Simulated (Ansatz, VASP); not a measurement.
One calculation of Pd, two programs

Contents of POSCAR:

```
Pd
1.0
    0.0000000000      1.9558504376      1.9558504376
    1.9558504376      0.0000000000      1.9558504376
    1.9558504376      1.9558504376      0.0000000000
Pd
1
Direct
    0.0000000000      0.0000000000      0.0000000000
```

The input INCAR.step1:

```
SYSTEM = Pd
PREC     = Accurate       ! precision mode
ENCUT    = 520            ! plane-wave cutoff, eV
ISMEAR   = 1              ! smearing method
SIGMA    = 0.3            ! smearing width, eV
LREAL    = .False.        ! projectors in reciprocal space
LASPH    = .True.         ! aspherical terms in the spheres
NELM     = 100            ! most SCF steps
NBANDS   = 11             ! bands
GGA      = PE             ! functional
ALGO     = Normal         ! electronic algorithm
EDIFF    = 1E-4           ! SCF threshold, eV
LWAVE    = .True.         ! write WAVECAR
LCHARG   = .False.        ! write CHGCAR
```

INCAR.step2

```
SYSTEM = Pd
PREC     = Accurate       ! precision mode
ENCUT    = 520            ! plane-wave cutoff, eV
EDIFF    = 1E-6           ! SCF threshold, eV
ISMEAR   = 1              ! smearing method
SIGMA    = 0.3            ! smearing width, eV
LREAL    = .False.        ! projectors in reciprocal space
LASPH    = .True.         ! aspherical terms in the spheres
NELM     = 100            ! most SCF steps
ALGO     = Normal         ! electronic algorithm
ISIF     = 2              ! what is computed and relaxed
LWAVE    = .False.        ! write WAVECAR
LCHARG   = .False.        ! write CHGCAR
METAGGA  = R2SCAN         ! meta-GGA
LMIXTAU  = .True.       
NBANDS   = 11             ! bands
ISTART   = 1
```

The input KPOINTS:

```
regular mesh
0
Gamma
  14 14 14
  0 0 0
```

Input for Ansatz:

```yaml
crystal:
  lattice:
    - [0.0, 1.9558504376, 1.9558504376]
    - [1.9558504376, 0.0, 1.9558504376]
    - [1.9558504376, 1.9558504376, 0.0]
  atoms:
    - { symbol: Pd, position: [0.0, 0.0, 0.0] }
hamiltonian:
  xc: r2scan
  pseudopotentials:
    kind: paw
    azcp:
      Pd: "pseudopotentials/Pd.paw.azcp"
basis:
  ecutwfc: 500
  fft_grid_basis: typed
kpoints:
  mp_grid: { grid: [14, 14, 14], shift: [0, 0, 0] }
magnetization:
  spin_polarized: false
scf:
  occupations: { method: methfessel_paxton, width: 0.3 }
  lower_state_search: "off"
output:
  stress: true
```

Alike in both runs: task single point; functional r2SCAN; k mesh 14 × 14 × 14; occupations methfessel-paxton of order 1, width 0.3 eV; no spin polarisation.

|  | VASP | Ansatz |
| --- | --- | --- |
| version | VASP 6.6.1 | Ansatz 0.2.0 |
| potentials or method | VASP PAW PBE potentials, release 64 (Pd), cutoff 520 eV | plane waves (500 eV) with PAW, scalar-relativistic |
| valence electrons in the cell | 10 | 18 |

Ansatz gave:

```
pressure (GPa) : -0.2
```

Which values does VASP return?

Pressure (GPa): 0.4.

VASP's potentials were made for PBE, not for r2SCAN. VASP's potentials hold 10 valence electrons a cell and Ansatz's 18, so a difference there can come from the potentials and not from the codes.
